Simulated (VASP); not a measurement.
Wanted: the native input for a VASP 6.6.1 run.

| Quantity | Value |
| --- | --- |
| Task | single point |
| Functional | PBE |
| Potentials or basis | VASP PAW PBE potentials, release 64 (Sr_sv, Hg, N) |
| Cutoff | 520 eV |
| k mesh | 6 × 6 × 4 |
| Occupations | gaussian, width 0.1 eV |
| Spin | no spin polarisation |
| Dipole correction | no |
| Further INCAR settings | ALGO = Normal; EDIFF = 1e-06; NBANDS = 20 |

The structure of SrHgN lies in POSCAR:

```
SrHgN
1.0
    4.3900257000      0.0000000000      0.0000000000
   -2.1950128500      3.8018737800      0.0000000000
    0.0000000000      0.0000000000      4.2859288500
Sr Hg N
1 1 1
Direct
    0.0000000000      0.0000000000      0.0000000000
    0.3333333300      0.6666666700      0.5000000000
    0.6666666700      0.3333333300      0.5000000000
```

The cell was generated, and may not be a known phase.

These files were run (other wordings do the same):

INCAR

```
SYSTEM = SrHgN
PREC = Accurate
ENCUT = 520
EDIFF = 1E-6
ISMEAR = 0
SIGMA = 0.1
LREAL = .FALSE.
LASPH = .TRUE.
NELM = 80
ALGO = Normal
ISIF = 2
LWAVE = .FALSE.
LCHARG = .TRUE.
GGA = PE
LELF = .TRUE.
LVHAR = .TRUE.
NBANDS = 20
```

KPOINTS

```
Automatic mesh
0
G
  6 6 4
  0 0 0
```

Potentials or basis: VASP PAW PBE potentials, release 64 (Sr_sv, Hg, N).

The run is started by

```console
$ cat potpaw_PBE.64/Sr_sv/POTCAR potpaw_PBE.64/Hg/POTCAR potpaw_PBE.64/N/POTCAR > POTCAR
$ mpirun -np 1 vasp_std > vasp.out
```

It gave:

* Pressure: -4.7 GPa
* Band gap on the k mesh: zero (an odd number of electrons rules out a gap without spin polarisation)

Caveat: the k points lie up to 0.37 Å⁻¹ apart, too coarse for converged energies and pressures of a metal; spin-orbit coupling is left out, which moves the levels of the heavy elements.

Wall time 18 s on 1 thread of AMD EPYC 9R45 96-Core Processor (Zen 5) (shared host), peak memory 0.18 GiB.
